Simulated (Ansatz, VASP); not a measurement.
# Two plane-wave programs on CdTe

Contents of INCAR:

```
SYSTEM = CdTe
PREC = Accurate
ENCUT = 520
EDIFF = 1E-7
ISMEAR = 0
SIGMA = 0.1
LREAL = .False.
LASPH = .True.
NELM = 100
ALGO = Normal
ISIF = 2
LWAVE = .False.
LCHARG = .False.
GGA = PE
NBANDS = 46
```

The input KPOINTS:

```
regular mesh
0
Gamma
  2 2 4
  0 0 0
```

Contents of POSCAR:

```
CdTe
1.0
    7.7564069900      0.0000000000      0.0000000000
    0.0000000000      7.7564069900      0.0000000000
    0.0000000000      0.0000000000      4.6552191100
Cd Te
4 4
Direct
    0.6804985700      0.6804985700      0.0000000000
    0.1804985700      0.8195014300      0.5000000000
    0.8195014300      0.1804985700      0.5000000000
    0.3195014300      0.3195014300      0.0000000000
    0.8195014300      0.8195014300      0.5000000000
    0.1804985700      0.1804985700      0.5000000000
    0.6804985700      0.3195014300      0.0000000000
    0.3195014300      0.6804985700      0.0000000000
```

Input for Ansatz:

```yaml
crystal:
  lattice:
    - [7.75640699, 0.0, 0.0]
    - [0.0, 7.75640699, 0.0]
    - [0.0, 0.0, 4.65521911]
  atoms:
    - { symbol: Cd, position: [0.68049857, 0.68049857, 0.0] }
    - { symbol: Cd, position: [0.18049857, 0.81950143, 0.5] }
    - { symbol: Cd, position: [0.81950143, 0.18049857, 0.5] }
    - { symbol: Cd, position: [0.31950143, 0.31950143, 0.0] }
    - { symbol: Te, position: [0.81950143, 0.81950143, 0.5] }
    - { symbol: Te, position: [0.18049857, 0.18049857, 0.5] }
    - { symbol: Te, position: [0.68049857, 0.31950143, 0.0] }
    - { symbol: Te, position: [0.31950143, 0.68049857, 0.0] }
basis:
  ecutwfc: 420
kpoints:
  mp_grid: { grid: [2, 2, 4] }
hamiltonian:
  xc: pbe
scf:
  occupations: { method: gaussian, width: 0.1 }
  lower_state_search: "off"
output:
  forces: true
  stress: true
  eigenvalues: true
```

Alike in both runs: task single point; functional PBE; k mesh 2 × 2 × 4; occupations gaussian, width 0.1 eV; no spin polarisation.

```csv
,VASP,Ansatz
version,VASP 6.6.1,Ansatz 0.2.0
potentials or method,"VASP PAW PBE potentials, release 64 (Cd, Te), cutoff 520 eV","scalar-relativistic, plane waves, PAW"
valence electrons in the cell,72,144
```

|  | VASP | Ansatz | Ansatz less VASP |
| --- | --- | --- | --- |
| gap on the k mesh at the Fermi level (eV) | 0.89 | 0.90 | +0.003 |
| least direct gap on the mesh (eV) | 0.89 | 0.90 | +0.003 |
| pressure (GPa) | 3.6 | 3.5 | -0.15 |
| traceless stress, the component that is largest in VASP (GPa) | -1.14 | -1.14 | +0.001 |
| rms of the force components (eV/Å) | 0.183 | 0.179 | -0.0036 |

Atom by atom the forces differ by 0.004 eV/Å (rms over components). With one functional, cell and mesh, what is left measures potentials, basis and numerics. VASP's potentials hold 72 valence electrons a cell and Ansatz's 144, so a difference there can come from the potentials and not from the codes.

Spin-orbit coupling is off throughout.
